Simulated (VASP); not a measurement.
Write the native input for VASP 6.6.1 that does the following.

```yaml
Task: single point
Functional: PBE
Dispersion: D3(BJ)
Potentials_or_basis: VASP PAW PBE potentials, release 64 (O, H, Ag, F)
Cutoff: 520 eV
k_mesh: 1 × 1 × 1
Occupations: fermi-dirac, width 0.02 eV
Spin: no spin polarisation
Dipole_correction: no
Further_INCAR_settings: LREAL = Auto; ALGO = Normal; EDIFF = 1e-07; NBANDS = 49
```

The structure of AgH12O6F lies in POSCAR:

```
AgH12O6F
1.0
    6.0731780000      0.0000000000      0.0000000000
    0.0000000000      6.0731780000      0.0000000000
    0.0000000000      0.0000000000      6.0731780000
O H Ag F
6 12 1 1
Direct
    0.8957089682      1.0360967520      0.6105534862
    0.1587471996      0.8876571706      0.0548477255
    0.9478398295      0.4586560776      0.2536069254
    0.2116354897      0.4178537168      0.7827368142
    0.4735576662      0.9408583117      0.6929650341
    0.3868814647      0.2357085532      0.3218249160
    0.7532135564      0.9771654972      0.6828056085
    0.9355727759      0.9181189815      0.5073291117
    0.0731083462      0.8954784464     -0.0817199825
    0.3047498361      0.9402326097      0.0051867408
    1.0197132375      0.5887197774      0.1786379388
    0.8013761494      0.4762580646      0.2104828806
    0.2735964597      0.2702868251      0.7386248188
    0.3146293423      0.5296073983      0.7251722245
    0.4579809780      1.0219031947      0.5557716240
    0.4775588662      0.7886315863      0.6496104675
    0.2589418588      0.2729707576      0.2293198059
    0.4550171261      0.3951473183      0.3574405361
    0.8861752447      0.4779540465      0.6378044576
    0.5606619796      0.5634611730      0.5135202690
```

The input as run:

INCAR

```
SYSTEM = AgH12O6F
  PREC = Accurate
  ENCUT = 520
  EDIFF = 1E-7
  ISMEAR = -1
  SIGMA = 0.02
  LREAL = Auto
  LASPH = .True.
  NELM = 100
  ALGO = Normal
  ISIF = 2
  LWAVE = .False.
  LCHARG = .False.
  GGA = PE
  IVDW = 12
  NBANDS = 49
```

KPOINTS

```
regular mesh
0
Gamma
  1 1 1
  0 0 0
```

Potentials or basis: VASP PAW PBE potentials, release 64 (O, H, Ag, F).

Launch:

```console
$ cat potpaw_PBE.64/O/POTCAR potpaw_PBE.64/H/POTCAR potpaw_PBE.64/Ag/POTCAR potpaw_PBE.64/F/POTCAR > POTCAR
$ mpirun -np 1 vasp_gam > vasp.out
```

It gave:

* Pressure: -1.2 GPa
* Largest force: 2.806 eV/Å
* Band gap on the k mesh: 2.76 eV
* Dispersion energy per atom: -0.046 eV

Caveat: the k points lie up to 1.03 Å⁻¹ apart.

Wall time 37 s on 1 thread of Intel(R) Xeon(R) Platinum 8375C CPU @ 2.90GHz (Ice Lake), on a shared host, peak memory 0.31 GiB.
